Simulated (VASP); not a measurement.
# AlSi16 (a cell with a defect) in VASP: further runs

Runs on AlSi16 (a cell with a defect). Level: PBE+D3(BJ). Tasks: single point.

Program: VASP 6.6.1. These are calculated values, not measurements. Logs are shortened: lines on timing, memory, paths and dates and some standing lists are left out, and cuts for length are marked.

### Step 1. The cell of the first run

The cell holds a defect, 17 atoms: a = 7.679 Å, b = 7.679 Å, c = 7.679 Å, α = 60.00°, β = 60.00°, γ = 60.00°.

### Step 2. Single point, PBE+D3(BJ), collinear spin, zero start

The input, INCAR:

```
SYSTEM = AlSi16
PREC = Accurate
ENCUT = 520
EDIFF = 1E-6
ISMEAR = 0
SIGMA = 0.05
LREAL = Auto
LASPH = .TRUE.
NELM = 150
ALGO = Normal
ISIF = 2
LWAVE = .FALSE.
LCHARG = .FALSE.
ISPIN = 2
MAGMOM = 0 0 0 0 0 0 0 0 0 0 0 0 0 0 0 0 0
LORBIT = 11
GGA = PE
IVDW = 12
NBANDS = 52
```

The input, KPOINTS:

```
regular mesh
0
G
  2 2 2
  0 0 0
```

The input, POSCAR:

```
AlSi16
1.0
    0.0000000000      5.4300000000      5.4300000000
    5.4300000000      0.0000000000      5.4300000000
    5.4300000000      5.4300000000      0.0000000000
Si Al
16 1
Direct
    0.0155570902     -0.0037860037     -0.0059911602
    0.1214873849      0.1288511050      0.1266943831
   -0.0147096685      0.0124840700      0.5010162983
    0.1208656538      0.1292461326      0.6229730203
   -0.0142192449      0.5032991713      0.0097442910
    0.1212396869      0.6250809392      0.1269299263
   -0.0153426335      0.5033004604      0.5009962247
    0.0912460405      0.6376920810      0.6350764273
    0.4957627072      0.0074980663      0.0051299263
    0.6442876611      0.1198650092      0.1173913444
    0.4953940147      0.0078441068      0.4907455801
    0.6070251381      0.1547107735      0.6197989871
    0.4956533149      0.4931207182      0.0053470534
    0.6074159300      0.6221371087      0.1513323204
    0.4553622468      0.5159738490      0.5125578269
    0.6064756906      0.6201607735      0.6184944751
    0.6961762431      0.7688902394      0.7651672192
```

Potentials or basis: VASP PAW PBE potentials, release 64 (Si, Al).

Started as:

```console
$ cat potpaw_PBE.64/Si/POTCAR potpaw_PBE.64/Al/POTCAR > POTCAR
$ mpirun -np 1 vasp_std > vasp.out
```

OUTCAR:

```text
SYSTEM = AlSi16
   PREC = Accurate
   ENCUT = 520
   EDIFF = 1E-6
   ISMEAR = 0
   LREAL = Auto
   LASPH = .TRUE.
   NELM = 150
   ISIF = 2
   ISPIN = 2
   LORBIT = 11
   GGA = PE
   IVDW = 12
 IVDW          = 12

 ion  position               nearest neighbor table
   1  0.016  0.996  0.994-  10 2.33   4 2.33   6 2.33   2 2.33
   2  0.121  0.129  0.127-   1 2.33   9 2.35   3 2.35   5 2.35
   3  0.985  0.012  0.501-   4 2.35   2 2.35   8 2.35  12 2.37  17 2.90
   4  0.121  0.129  0.623-   1 2.33   7 2.35   3 2.35  11 2.35
   5  0.986  0.503  0.010-   6 2.35   2 2.35   8 2.35  14 2.37  17 2.91
   6  0.121  0.625  0.127-   1 2.33   7 2.35  13 2.35   5 2.35
   7  0.985  0.503  0.501-   4 2.35   6 2.35   8 2.35  16 2.37  17 2.88
   8  0.091  0.638  0.635-  15 2.28   5 2.35   3 2.35   7 2.35  17 2.48
   9  0.496  0.007  0.005-  10 2.35   2 2.35  14 2.42  12 2.42  17 2.62
  10  0.644  0.120  0.117-   1 2.33   9 2.35  13 2.35  11 2.35
  11  0.495  0.008  0.491-  10 2.35   4 2.35  12 2.43  16 2.44  17 2.60
  12  0.607  0.155  0.620-  15 2.27   3 2.37   9 2.42  17 2.43  11 2.43
  13  0.496  0.493  0.005-  10 2.35   6 2.35  14 2.43  16 2.43  17 2.60
  14  0.607  0.622  0.151-  15 2.27   5 2.37   9 2.42  13 2.43  17 2.44
  15  0.455  0.516  0.513-  16 2.27  14 2.27  12 2.27   8 2.28
  16  0.606  0.620  0.618-  15 2.27   7 2.37  17 2.43  13 2.43  11 2.44
  17  0.696  0.769  0.765-  16 2.43  12 2.43  14 2.44   8 2.48  11 2.60  13 2.60   9 2.62   7 2.88
                             3 2.90   5 2.91

  LATTYP: Found a face centered cubic cell.
 ALAT       =    10.8600000000

  Lattice vectors:

 A1 = (   0.0000000000,   5.4300000000,   5.4300000000)
 A2 = (   5.4300000000,   0.0000000000,   5.4300000000)
 A3 = (   5.4300000000,   5.4300000000,   0.0000000000)

Analysis of symmetry for initial positions (statically):
=====================================================================
 Subroutine PRICEL returns:
 Original cell was already a primitive cell.

 Routine SETGRP: Setting up the symmetry group for a
 face centered cubic supercell.

 Subroutine GETGRP returns: Found  1 space group operations
 (whereof  1 operations were pure point group operations)
 out of a pool of 48 trial point group operations.

The static configuration has the point symmetry C_1 .

Analysis of symmetry for dynamics (positions and initial velocities):
=====================================================================
 Subroutine PRICEL returns:
 Original cell was already a primitive cell.

 Routine SETGRP: Setting up the symmetry group for a
 face centered cubic supercell.

 Subroutine GETGRP returns: Found  1 space group operations
 (whereof  1 operations were pure point group operations)
 out of a pool of 48 trial point group operations.

The dynamic configuration has the point symmetry C_1 .

Analysis of structural, dynamic, and magnetic symmetry:
=====================================================================
 Subroutine PRICEL returns:
 Original cell was already a primitive cell.

 Routine SETGRP: Setting up the symmetry group for a
 face centered cubic supercell.

 Subroutine GETGRP returns: Found  1 space group operations
 (whereof  1 operations were pure point group operations)
 out of a pool of 48 trial point group operations.

The overall configuration has the point symmetry C_1 .

 Subroutine INISYM returns: Found  1 space group operations
 (whereof  1 operations are pure point group operations),
 and found     1 'primitive' translations

----------------------------------------------------------------------------------------

                                     Primitive cell

  volume of cell :     320.2060

  direct lattice vectors                    reciprocal lattice vectors
     0.000000000  5.430000000  5.430000000    -0.092081031  0.092081031  0.092081031
     5.430000000  0.000000000  5.430000000     0.092081031 -0.092081031  0.092081031
     5.430000000  5.430000000  0.000000000     0.092081031  0.092081031 -0.092081031

  length of vectors
     7.679179644  7.679179644  7.679179644     0.159489025  0.159489025  0.159489025

  position of ions in fractional coordinates (direct lattice)
     0.015557090  0.996213996  0.994008840
     0.121487385  0.128851105  0.126694383
     0.985290332  0.012484070  0.501016298
[... 77 lines left out ...]
   NGX,Y,Z   is equivalent  to a cutoff of  12.99, 12.99, 12.99 a.u.
   NGXF,Y,Z  is equivalent  to a cutoff of  25.98, 25.98, 25.98 a.u.
 SYSTEM =  AlSi16
   PREC   = accura    normal or accurate (medium, high low for compatibility)
   ISTART =      0    job   : 0-new  1-cont  2-samecut
   ICHARG =      2    charge: 1-file 2-atom 10-const
   ISPIN  =      2    spin polarized calculation?
   LNONCOLLINEAR =      F non collinear calculations
   LSORBIT =      F    spin-orbit coupling
   LASPH  =      T    aspherical Exc in radial PAW
   ENCUT  =  520.0 eV  38.22 Ry    6.18 a.u.  14.28 14.28 14.28*2*pi/ulx,y,z
   NELM   =    150;   NELMIN=  2; NELMDL= -5     # of ELM steps
   EDIFF  = 0.1E-05   stopping-criterion for ELM
   LREAL  =      T    real-space projection
   EDIFFG = 0.1E-04   stopping-criterion for IOM
   NSW    =      0    number of steps for IOM
   IBRION =     -1    ionic relax: 0-MD 1-quasi-New 2-CG
   NFREE  =      0    steps in history (QN), initial steepest desc. (CG)
   ISIF   =      2    stress and relaxation
   ISYM   =      2    0-nonsym 1-usesym 2-fastsym
   POTIM  = 0.5000    time-step for ionic-motion
   TEBEG  =    0.0;   TEEND  =   0.0 temperature during run
   PSTRESS=    0.0 pullay stress
   NELECT =      67.0000    total number of electrons
   NUPDOWN=      -1.0000    fix difference up-down
   EMIN   =  10.00;   EMAX   =-10.00  energy-range for DOS
   EFERMI =   0.00;   METHOD = LEGACY
   ISMEAR =     0;   SIGMA  =   0.05  broadening in eV -4-tet -1-fermi 0-gaus
   EFERMI_NEDOS =   21; number of points for ismear=-14 and -15
   IALGO  =     38    algorithm
   IMIX   =      4    mixing-type and parameters
     AMIX     =   0.40;   BMIX     =  1.00
     AMIX_MAG =   1.60;   BMIX_MAG =  1.00
  volume/ion in A,a.u.               =      18.84       127.11
  Fermi-wavevector in a.u.,A,eV,Ry     =   0.971904  1.836632 12.852022  0.944597
  Thomas-Fermi vector in A             =   2.102159
   LORBIT       =     11    0 simple, 1 ext, 2 COOP (PROOUT), +10 PAW based schemes
   GGA     = PE    functional components
   LHFCALC =     F    Hartree Fock is set to
   AEXX    =    0.0000 exact exchange contribution
   IVDW    =    12    specifies the selected vdW correction
   LEPSILON=     F    determine dielectric tensor
   LRPA    =     F    only Hartree local field effects (RPA)
 spin polarized calculation
 Gauss-broadening in eV      SIGMA  =   0.05
  energy-cutoff  :      520.00
  volume of cell :      320.21
 maximum number of plane-waves:      8646
 NGX is ok and might be reduce to    60
   NGX = 29   NGY = 29   NGZ = 29

 number of electron      66.9999999 magnetization       0.0000991

 number of electron      66.9999999 magnetization      -0.0000379

 Free energy of the ion-electron system (eV)
  ---------------------------------------------------
  ext. energy  EPLUGINS =         0.00000000
  ---------------------------------------------------
  free energy    TOTEN  =       -86.59050304 eV

  energy without entropy =      -86.58370860  energy(sigma->0) =      -86.58710582

 E-fermi :   6.9159     XC(G=0):  -9.6627

 val. band max:        6.9062389185   @ k =   0.0000   0.0000   0.0000
 cond. band min:       6.9256051206   @ k =   0.0000   0.0000   0.0000
 fundamental gap:      0.0193662021
 Fermi energy:         6.9159197506

 spin component 1

 k-point     1 :       0.0000    0.0000    0.0000
  band No.  band energies     occupation
      1      -5.9860      1.00000
      2      -3.5508      1.00000
      3      -3.5264      1.00000
      4      -3.5157      1.00000
      5      -3.5030      1.00000
      6      -2.3503      1.00000
[... 373 lines left out ...]
     44      10.3182      0.00000
     45      10.3470      0.00000
 Fermi energy:         6.9159197506

 spin component 2

 k-point     1 :       0.0000    0.0000    0.0000
  band No.  band energies     occupation
      1      -5.9860      1.00000
      2      -3.5508      1.00000
      3      -3.5264      1.00000
      4      -3.5157      1.00000
      5      -3.5031      1.00000
      6      -2.3503      1.00000
[... 373 lines left out ...]
     44      10.3182      0.00000
     45      10.3470      0.00000
 [bands above 45 left out]

------------------------ aborting loop because EDIFF is reached ----------------------------------------

 Edisp (eV)   -5.60972

 E8    (eV) :    -2.3329

  FORCE on cell =-STRESS in cart. coord.  units (eV):
  Direction    XX          YY          ZZ          XY          YZ          ZX
  --------------------------------------------------------------------------------------
  -------------------------------------------------------------------------------------
  Total       4.73210     4.60047     4.65858     0.06955    -0.16379     0.00533
  in kB      23.67747    23.01886    23.30958     0.34801    -0.81954     0.02665
  external pressure =       23.34 kB  Pullay stress =        0.00 kB

 VOLUME and BASIS-vectors are now :
 -----------------------------------------------------------------------------
  energy-cutoff  :      520.00
  volume of cell :      320.21
      direct lattice vectors                 reciprocal lattice vectors
     0.000000000  5.430000000  5.430000000    -0.092081031  0.092081031  0.092081031
     5.430000000  0.000000000  5.430000000     0.092081031 -0.092081031  0.092081031
     5.430000000  5.430000000  0.000000000     0.092081031  0.092081031 -0.092081031

 POSITION                                       TOTAL-FORCE (eV/Angst)
 -----------------------------------------------------------------------------------
     10.80691      5.48194      5.49392         0.079172     -0.073525     -0.076566
      1.38761      1.34763      1.35934         0.000697     -0.036796     -0.033505
      2.78831      8.07064      5.41792        -0.008665      0.005636     -0.015068
      4.08455      4.03904      1.35811         0.030683      0.002867     -0.038844
      2.78583      5.40570      8.08570        -0.007659     -0.016590      0.003836
      4.08342      1.34756      4.05252         0.030857     -0.041683     -0.000412
[... 9 lines left out ...]
      6.72590      6.65159      6.66064         0.055682      0.009702      0.021764
      8.32993      7.93510      7.95531        -0.133583      0.175377      0.165701
 -----------------------------------------------------------------------------------
    total drift:                                0.004968     -0.004727     -0.004668

  FREE ENERGIE OF THE ION-ELECTRON SYSTEM (eV)
  ---------------------------------------------------
  free  energy   TOTEN  =       -92.2002271133 eV

  energy  without entropy=      -92.1934326740  energy(sigma->0) =      -92.19682989

 total charge

# of ion       s       p       d       tot
------------------------------------------
    1        0.737   0.967   0.000   1.704
    2        0.745   0.951   0.000   1.696
    3        0.744   0.934   0.000   1.678
    4        0.745   0.951   0.000   1.696
    5        0.744   0.933   0.000   1.678
    6        0.745   0.951   0.000   1.696
[... 9 lines left out ...]
   16        0.762   0.935   0.000   1.698
   17        0.504   0.342   0.000   0.846
--------------------------------------------------
tot         12.488  15.439   0.000  27.927

 magnetization (x)

# of ion       s       p       d       tot
------------------------------------------
    1        0.000   0.000   0.000   0.000
    2       -0.000  -0.000   0.000  -0.000
    3       -0.000   0.000   0.000   0.000
    4       -0.000  -0.000   0.000  -0.000
    5       -0.000   0.000   0.000   0.000
    6       -0.000  -0.000   0.000  -0.000
[... 9 lines left out ...]
   16        0.000  -0.000   0.000  -0.000
   17        0.000  -0.000   0.000   0.000
--------------------------------------------------
tot         -0.000  -0.000   0.000  -0.000
```

Run time: 15 min. Hardware: 1 thread of Intel Xeon 8259CL, shared host; peak memory 0.71 GiB.

Results:

```yaml
Free_energy: -92.2002 eV
Pressure: 2.3 GPa
Largest_force: 0.276 eV/Å
Net_moment: 0.00 μB per cell
Valence_electrons_inside_the_program's_atomic_spheres: Si 1.70, 1.68, 1.71, 1.67, 1.69, 1.75 (each value once); Al 0.85
Dispersion_energy_per_atom: -0.330 eV
```

Forces in eV/Å, atoms in the order of the input:
```
Si   0.079 -0.074 -0.077
Si   0.001 -0.037 -0.034
Si  -0.009  0.006 -0.015
Si   0.031  0.003 -0.039
Si  -0.008 -0.017  0.004
Si   0.031 -0.042  0.000
Si   0.020  0.011  0.013
Si  -0.075  0.063  0.066
Si  -0.013 -0.037 -0.037
Si   0.072 -0.069 -0.071
Si   0.036  0.028 -0.040
Si  -0.034 -0.005 -0.044
Si   0.036 -0.041  0.024
Si  -0.028 -0.038  0.001
Si  -0.062  0.063  0.061
Si   0.056  0.010  0.022
Al  -0.134  0.175  0.166
```

Levels at points of the mesh, in eV from the Fermi level:
Spin up:
| k point | band 30 | band 31 | band 32 | band 33 | band 34 | band 35 | band 36 | band 37 |
| --- | --- | --- | --- | --- | --- | --- | --- | --- |
| (0.00, 0.00, 0.00) | -1.66 | -0.78 | -0.77 | -0.76 | -0.36 | -0.20 | -0.19 | -0.01 |
| (0.50, 0.00, 0.00) | -1.55 | -1.43 | -1.42 | -0.58 | 0.14 | 0.37 | 0.39 | 0.98 |
| (0.00, 0.50, 0.00) | -1.57 | -1.46 | -1.42 | -0.57 | 0.24 | 0.43 | 0.67 | 0.77 |
| (0.00, 0.00, 0.50) | -1.57 | -1.46 | -1.41 | -0.57 | 0.24 | 0.42 | 0.67 | 0.77 |
| (0.50, 0.50, 0.50) | -1.58 | -1.45 | -1.42 | -0.58 | 0.25 | 0.44 | 0.67 | 0.77 |
| (0.50, 0.50, 0.00) | -2.07 | -2.03 | -1.90 | -0.25 | 0.17 | 1.03 | 1.32 | 1.44 |
| (0.00, 0.50, 0.50) | -2.07 | -2.03 | -1.89 | -0.25 | 0.17 | 1.02 | 1.32 | 1.45 |
| (0.50, 0.00, 0.50) | -2.07 | -2.02 | -1.90 | -0.26 | 0.17 | 1.03 | 1.32 | 1.44 |
Spin down:
```csv
k point,band 29,band 30,band 31,band 32,band 33,band 34,band 35,band 36,band 37,band 38
"(0.00, 0.00, 0.00)",-1.69,-1.66,-0.78,-0.77,-0.76,-0.36,-0.20,-0.19,-0.01,0.01
"(0.50, 0.00, 0.00)",-1.56,-1.55,-1.43,-1.42,-0.58,0.14,0.37,0.39,0.98,0.98
"(0.00, 0.50, 0.00)",-1.64,-1.57,-1.46,-1.42,-0.57,0.24,0.43,0.67,0.77,0.85
"(0.00, 0.00, 0.50)",-1.64,-1.57,-1.46,-1.41,-0.57,0.24,0.42,0.67,0.77,0.85
"(0.50, 0.50, 0.50)",-1.63,-1.58,-1.45,-1.42,-0.58,0.25,0.44,0.67,0.77,0.84
"(0.50, 0.50, 0.00)",-2.18,-2.07,-2.03,-1.90,-0.25,0.17,1.03,1.32,1.44,1.47
"(0.00, 0.50, 0.50)",-2.17,-2.07,-2.03,-1.89,-0.25,0.17,1.02,1.32,1.45,1.47
"(0.50, 0.00, 0.50)",-2.18,-2.07,-2.02,-1.90,-0.26,0.17,1.03,1.32,1.44,1.46
```

Caveat: the k points lie up to 0.50 Å⁻¹ apart; no moment was typed at the start, so none could form.

(Part 1 of 2 ends here.)
